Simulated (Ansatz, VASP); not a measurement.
**LiF: VASP beside Ansatz**

```
Li F
1.0
     2.99550    0.00000    0.00000
    -1.49775    2.59418    0.00000
     0.00000    0.00000    5.07228
Li F
2 2
Cartesian
  0.0000 1.7295 1.9476
  1.4978 0.8647 4.4838
  0.0000 1.7295 5.0267
  1.4978 0.8647 2.4906
```

Alike in both runs: task single point; functional LDA; k mesh 9 × 9 × 6; occupations gaussian, width 0.05 eV; no spin polarisation.

|  | VASP | Ansatz |
| --- | --- | --- |
| version | VASP 6.6.1 | Ansatz 0.2.0 |
| potentials or method | VASP PAW LDA potentials, release 64 (Li_sv, F), cutoff 520 eV | scalar-relativistic, plane waves, PAW |
| valence electrons in the cell | 20 | 20 |

Ansatz gave:

```
gap on the k mesh at the Fermi level (eV) : 7.59
least direct gap on the mesh (eV)         : 7.59
rms of the force components (eV/Å)        : 0.142
```

Question: Which values does VASP return?

Answer: gap on the k mesh at the Fermi level (eV): 7.57; least direct gap on the mesh (eV): 7.57; rms of the force components (eV/Å): 0.145.

LDA's correlation is that of Perdew and Zunger in VASP and of Perdew and Wang (1992) in Ansatz. Atom by atom the forces differ by 0.002 eV/Å (rms over components).

Noted on VASP's run: the cutoff is short for stress, so the pressure is rough.
